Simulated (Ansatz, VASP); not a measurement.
Pt in VASP and in Ansatz

The input INCAR:

```
SYSTEM = Pt
  PREC = Accurate
  ENCUT = 520
  EDIFF = 1E-6
  ISMEAR = 0
  SIGMA = 0.15
  LREAL = .False.
  LASPH = .True.
  NELM = 60
  ALGO = Fast
  ISIF = 2
  LWAVE = .False.
  LCHARG = .False.
  GGA = CA
  NBANDS = 11
```

File KPOINTS:

```
regular mesh
0
Gamma
  22 22 22
  0 0 0
```

The input POSCAR:

```
Pt
1.0
   -1.1529456788      1.5998096227      1.5998096227
    1.5998096227     -1.1529456788      1.5998096227
    1.5998096227      1.5998096227     -1.1529456788
Pt
1
Direct
    0.0000000000      0.0000000000      0.0000000000
```

Input for Ansatz:

```yaml
crystal:
  lattice:
    - [-1.1529456788, 1.5998096227, 1.5998096227]
    - [1.5998096227, -1.1529456788, 1.5998096227]
    - [1.5998096227, 1.5998096227, -1.1529456788]
  atoms:
    - { symbol: Pt, position: [0.0, 0.0, 0.0] }
basis:
  ecutwfc: 420
kpoints:
  mp_grid: { grid: [22, 22, 22] }
hamiltonian:
  xc: lda
  pseudopotentials: { kind: paw, azcp: { folder: soft_1 } }
scf:
  occupations: { method: gaussian, width: 0.15 }
output:
  forces: true
  stress: true
  eigenvalues: true
```

Alike in both runs: task single point; functional LDA; k mesh 22 × 22 × 22; occupations gaussian, width 0.15 eV; no spin polarisation.

|  | VASP | Ansatz |
| --- | --- | --- |
| version | VASP 6.6.1 | Ansatz 0.2.0 |
| potentials or method | VASP PAW LDA potentials, release 64 (Pt), cutoff 520 eV | scalar-relativistic, plane waves, PAW |
| valence electrons in the cell | 10 | 18 |

Ansatz gave:

| Item | Value |
| --- | --- |
| gap on the k mesh at the Fermi level (eV) | none |
| pressure (GPa) | 16.7 |
| traceless stress, the component that is largest in VASP (GPa) | -3.26 |

Question: What did VASP give for the same quantities?

Answer: gap on the k mesh at the Fermi level (eV): none; pressure (GPa): 17.5; traceless stress, the component that is largest in VASP (GPa): -3.44.

Ansatz warns that its potentials were made for another functional, while VASP's fit it. LDA's correlation is that of Perdew and Zunger in VASP and of Perdew and Wang (1992) in Ansatz. A gap of «none» marks a metal or a gap that the smearing closes. VASP's potentials hold 10 valence electrons a cell and Ansatz's 18, so a difference there can come from the potentials and not from the codes.

Neither program's run includes spin-orbit coupling.
